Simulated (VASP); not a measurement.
# Rh (P-1) in VASP: single point with PBEsol

Aim: the single point of Rh with PBEsol.

Program: VASP 6.6.1. These are calculated values, not measurements. Logs are shortened: lines on timing, memory, paths and dates and some standing lists are left out, and cuts for length are marked.

## (1) The cell of the first run

The typed cell holds 1 atom: a = 2.687 Å, b = 2.658 Å, c = 2.694 Å, α = 60.38°, β = 59.13°, γ = 59.54°.

## (2) Single point, PBEsol

INCAR reads:

```
ALGO = Normal ; EDIFF = 1E-6
ENCUT = 500 ; GGA = PS
GGA_COMPAT = False ; ISIF = 2
ISMEAR = 0 ; LASPH = True
LCHARG = False ; LREAL = False
LWAVE = False ; NBANDS = 14
NELM = 120 ; PREC = Accurate
SIGMA = 0.15
```

KPOINTS reads:

```
k-points
0
Gamma
  16 16 16
```

POSCAR reads:

```
Rh
1.0
    0.0152701247      1.9118378149      1.8873250198
    1.8682828678      0.0126003577      1.8899947868
    1.8816893287      1.9279140428     -0.0008061032
Rh
1
Direct
    0.0000000000      0.0000000000      0.0000000000
```

Potentials or basis: VASP PAW PBE potentials, release 64 (Rh_pv).

On the command line:

```bash
$ cat potpaw_PBE.64/Rh_pv/POTCAR > POTCAR
$ mpirun -np 1 vasp_std > vasp.out
```

OUTCAR:

```text
EDIFF = 1E-6
   ENCUT = 500
   GGA = PS
   ISIF = 2
   ISMEAR = 0
   LASPH = True
   LREAL = False
   NELM = 120
   PREC = Accurate

 ion  position               nearest neighbor table
   1  0.000  0.000  0.000-

  LATTYP: Found a triclinic cell.
 ALAT       =     2.6914186317
 B/A-ratio  =     1.4037682298
 C/A-ratio  =     1.0009571754
 COS(alpha) =     0.0006130619
 COS(beta)  =     0.5129611837
 COS(gamma) =     0.7031813294

  Lattice vectors:

 A1 = (  -0.0134064609,  -1.9153136851,   1.8908008900)
 A2 = (   0.0018636638,  -0.0034758702,   3.7781259098)
 A3 = (  -1.8816893287,  -1.9279140428,   0.0008061032)

Analysis of symmetry for initial positions (statically):
=====================================================================
 Subroutine PRICEL returns:
 Original cell was already a primitive cell.

 Routine SETGRP: Setting up the symmetry group for a
 triclinic supercell.

 Subroutine GETGRP returns: Found  2 space group operations
 (whereof  2 operations were pure point group operations)
 out of a pool of  2 trial point group operations.

The static configuration has the point symmetry S_2 .

Analysis of symmetry for dynamics (positions and initial velocities):
=====================================================================
 Subroutine PRICEL returns:
 Original cell was already a primitive cell.

 Routine SETGRP: Setting up the symmetry group for a
 triclinic supercell.

 Subroutine GETGRP returns: Found  2 space group operations
 (whereof  2 operations were pure point group operations)
 out of a pool of  2 trial point group operations.

The dynamic configuration has the point symmetry S_2 .

 Subroutine INISYM returns: Found  2 space group operations
 (whereof  2 operations are pure point group operations),
 and found     1 'primitive' translations

----------------------------------------------------------------------------------------

                                     Primitive cell

  volume of cell :      13.4997

  direct lattice vectors                    reciprocal lattice vectors
     0.015270125  1.911837815  1.887325020    -0.269914920  0.263554119  0.265057104
     1.868282868  0.012600358  1.889994787     0.269647053 -0.263071337  0.264306455
     1.881689329  1.927914043 -0.000806103     0.265901845  0.259058262 -0.264574321

  length of vectors
     2.686513119  2.657577833  2.693994791     0.461053257  0.460189053  0.455866807

  position of ions in fractional coordinates (direct lattice)
     0.000000000  0.000000000  0.000000000

  ion indices of the primitive-cell ions
   primitive index   ion index
                 1           1

----------------------------------------------------------------------------------------

 KPOINTS: k-points

Automatic generation of k-mesh.
 Grid dimensions read from file:
 generate k-points for:   16   16   16

 Generating k-lattice:

  Cartesian coordinates                     Fractional coordinates (reciprocal lattice)
    -0.016869682  0.016472132  0.016566069     0.062500000  0.000000000 -0.000000000
     0.016852941 -0.016441959  0.016519153     0.000000000  0.062500000  0.000000000
     0.016618865  0.016191141 -0.016535895    -0.000000000 -0.000000000  0.062500000

  Length of vectors
     0.028815829  0.028761816  0.028491675

  Shift w.r.t. Gamma in fractional coordinates (k-lattice)
     0.000000000  0.000000000  0.000000000

 Subroutine IBZKPT returns following result:
 ===========================================

 Found   2052 irreducible k-points:

 Following reciprocal coordinates:
            Coordinates               Weight
  0.000000  0.000000  0.000000      1.000000
  0.062500 -0.000000 -0.000000      2.000000
  0.125000 -0.000000 -0.000000      2.000000
  0.187500 -0.000000  0.000000      2.000000
  0.250000 -0.000000 -0.000000      2.000000
  0.312500 -0.000000  0.000000      2.000000
[... 16 lines left out ...]
 -0.187500  0.062500 -0.000000      2.000000
 -0.125000  0.062500 -0.000000      2.000000
 [... further k-points ...]
   k-points           NKPTS =   2052   k-points in BZ     NKDIM =   2052   number of bands    NBANDS=     14
   number of dos      NEDOS =    301   number of ions     NIONS =      1
   total plane-waves  NPLWV =   8000
   dimension x,y,z NGX =    20 NGY =   20 NGZ =   20
   dimension x,y,z NGXF=    40 NGYF=   40 NGZF=   40
   ions per type =               1
   NGX,Y,Z   is equivalent  to a cutoff of  12.38, 12.51, 12.34 a.u.
   NGXF,Y,Z  is equivalent  to a cutoff of  24.75, 25.02, 24.68 a.u.
 SYSTEM =  unknown system
   PREC   = accura    normal or accurate (medium, high low for compatibility)
   ISTART =      0    job   : 0-new  1-cont  2-samecut
   ICHARG =      2    charge: 1-file 2-atom 10-const
   ISPIN  =      1    spin polarized calculation?
   LNONCOLLINEAR =      F non collinear calculations
   LSORBIT =      F    spin-orbit coupling
   LASPH  =      T    aspherical Exc in radial PAW
   ENCUT  =  500.0 eV  36.75 Ry    6.06 a.u.   4.90  4.85  4.91*2*pi/ulx,y,z
   NELM   =    120;   NELMIN=  2; NELMDL= -5     # of ELM steps
   EDIFF  = 0.1E-05   stopping-criterion for ELM
   LREAL  =      F    real-space projection
   EDIFFG = 0.1E-04   stopping-criterion for IOM
   NSW    =      0    number of steps for IOM
   IBRION =     -1    ionic relax: 0-MD 1-quasi-New 2-CG
   NFREE  =      0    steps in history (QN), initial steepest desc. (CG)
   ISIF   =      2    stress and relaxation
   ISYM   =      2    0-nonsym 1-usesym 2-fastsym
   POTIM  = 0.5000    time-step for ionic-motion
   TEBEG  =    0.0;   TEEND  =   0.0 temperature during run
   PSTRESS=    0.0 pullay stress
   NELECT =      15.0000    total number of electrons
   NUPDOWN=      -1.0000    fix difference up-down
   EMIN   =  10.00;   EMAX   =-10.00  energy-range for DOS
   EFERMI =   0.00;   METHOD = LEGACY
   ISMEAR =     0;   SIGMA  =   0.15  broadening in eV -4-tet -1-fermi 0-gaus
   EFERMI_NEDOS =   21; number of points for ismear=-14 and -15
   IALGO  =     38    algorithm
   IMIX   =      4    mixing-type and parameters
     AMIX     =   0.40;   BMIX     =  1.00
     AMIX_MAG =   1.60;   BMIX_MAG =  1.00
  volume/ion in A,a.u.               =      13.50        91.10
  Fermi-wavevector in a.u.,A,eV,Ry     =   1.695630  3.204276 39.118935  2.875161
  Thomas-Fermi vector in A             =   2.776639
   LORBIT       =      0    0 simple, 1 ext, 2 COOP (PROOUT), +10 PAW based schemes
   GGA     = PS    functional components
   LHFCALC =     F    Hartree Fock is set to
   AEXX    =    0.0000 exact exchange contribution
   IVDW    =     0    specifies the selected vdW correction
   LEPSILON=     F    determine dielectric tensor
   LRPA    =     F    only Hartree local field effects (RPA)
 non-spin polarized calculation
 Gauss-broadening in eV      SIGMA  =   0.15
  energy-cutoff  :      500.00
  volume of cell :       13.50
 maximum number of plane-waves:       354
   NGX =  9   NGY =  9   NGZ =  9

 number of electron      15.0000005 magnetization

 Free energy of the ion-electron system (eV)
  ---------------------------------------------------
  ext. energy  EPLUGINS =         0.00000000
  ---------------------------------------------------
  free energy    TOTEN  =        -8.13949396 eV

  energy without entropy =       -8.12354501  energy(sigma->0) =       -8.13151949

 E-fermi :  12.0886     XC(G=0): -14.3357

 val. band max:       12.0884967584   @ k =   0.3125   0.1250   0.3125
 cond. band min:      12.0893110663   @ k =  -0.1875   0.1250  -0.0000
 fundamental gap:      0.0008143078
 Fermi energy:        12.0885695967

 k-point     1 :       0.0000    0.0000    0.0000
  band No.  band energies     occupation
      1     -34.2754      2.00000
      2     -34.2683      2.00000
      3     -34.2614      2.00000
      4       3.9037      2.00000
      5       8.7437      2.00000
      6       8.9138      2.00000
      7       9.0776      2.00000
      8      10.9436      2.00000
      9      11.2286      2.00000
     10      28.0177      0.00000
     11      32.4142      0.00000
     12      33.1100      0.00000
     13      33.5827      0.00000
     14      34.0318      0.00000

 k-point     2 :       0.0625   -0.0000   -0.0000
  band No.  band energies     occupation
      1     -34.2987      2.00000
      2     -34.2778      2.00000
      3     -34.2691      2.00000
      4       4.0666      2.00000
      5       8.7832      2.00000
      6       8.9275      2.00000
      7       9.0833      2.00000
      8      10.9069      2.00000
      9      11.1832      2.00000
     10      28.2634      0.00000
     11      32.4098      0.00000
     12      32.7883      0.00000
     13      33.4888      0.00000
     14      34.0282      0.00000

 k-point     3 :       0.1250   -0.0000   -0.0000
  band No.  band energies     occupation
      1     -34.3877      2.00000
      2     -34.2919      2.00000
      3     -34.2807      2.00000
      4       4.5272      2.00000
      5       8.7061      2.00000
      6       9.0214      2.00000
      7       9.2277      2.00000
      8      10.8399      2.00000
      9      11.0850      2.00000
     10      28.9027      0.00000
     11      31.1164      0.00000
     12      32.4180      0.00000
     13      34.1367      0.00000
     14      34.6820      0.00000
[... 324 lines left out ...]
 k-point    23 :      -0.1875    0.0625   -0.0000
  band No.  band energies     occupation
      1     -34.5818      2.00000
      2     -34.3408      2.00000
      3     -34.3023      2.00000
      4       5.5306      2.00000
      5       8.4502      2.00000
      6       9.2832      2.00000
      7       9.4770      2.00000
      8      10.6555      2.00000
      9      11.4050      2.00000
     10      28.7254      0.00000
     11      29.9044      0.00000
     12      32.4161      0.00000
     13      34.5991      0.00000
     14      36.6444      0.00000

 k-point    24 :      -0.1250    0.0625   -0.0000
  band No.  band energies     occupation
      1     -34.4448      2.00000
      2     -34.3143      2.00000
      3     -34.2862      2.00000
      4       4.8679      2.00000
      5       8.5456      2.00000
      6       9.1716      2.00000
      7       9.3534      2.00000
      8      10.6613      2.00000
      9      11.1886      2.00000
     10      29.3487      0.00000
     11      30.4855      0.00000
     12      32.4172      0.00000
     13      33.9389      0.00000
     14      35.2917      0.00000

 [... further k-points ...]
[... 5 lines left out ...]
  --------------------------------------------------------------------------------------
  -------------------------------------------------------------------------------------
  Total        0.2860678     -0.2392705      0.0332515     -0.2671349      0.0308107     -0.0190714
  in kB       33.9513425    -28.3973055      3.9463847    -31.7043365      3.6566979     -2.2634511
  external PRESSURE =       3.1668072 kB  Pullay stress =       0.0000000 kB

 VOLUME and BASIS-vectors are now :
 -----------------------------------------------------------------------------
  energy-cutoff  :      500.00
  volume of cell :       13.50
      direct lattice vectors                 reciprocal lattice vectors
     0.015270125  1.911837815  1.887325020    -0.269914920  0.263554119  0.265057104
     1.868282868  0.012600358  1.889994787     0.269647053 -0.263071337  0.264306455
     1.881689329  1.927914043 -0.000806103     0.265901845  0.259058262 -0.264574321

 POSITION                                       TOTAL-FORCE (eV/Angst)
 -----------------------------------------------------------------------------------
      0.00000      0.00000      0.00000         0.000000      0.000000     -0.000000
 -----------------------------------------------------------------------------------
    total drift:                                0.000000      0.000000      0.000000

  FREE ENERGIE OF THE ION-ELECTRON SYSTEM (eV)
  ---------------------------------------------------
  free  energy   TOTEN  =        -8.1394939624 eV

  energy  without entropy=       -8.1235450128  energy(sigma->0) =       -8.13151949
```

It took 2.3 min on 1 thread of Intel Xeon Platinum 8559C (Emerald Rapids), shared host; peak memory 0.41 GiB.

What came out:

| Quantity | Value |
| --- | --- |
| Free energy | -8.1395 eV |
| Pressure | 0.3 GPa |

Stress tensor (GPa, compression positive):
```
 3.40 -3.17 -0.23
-3.17 -2.84  0.37
-0.23  0.37  0.39
```

Caveat: the PAW data sets were made with another functional, which shifts forces and pressure a little.
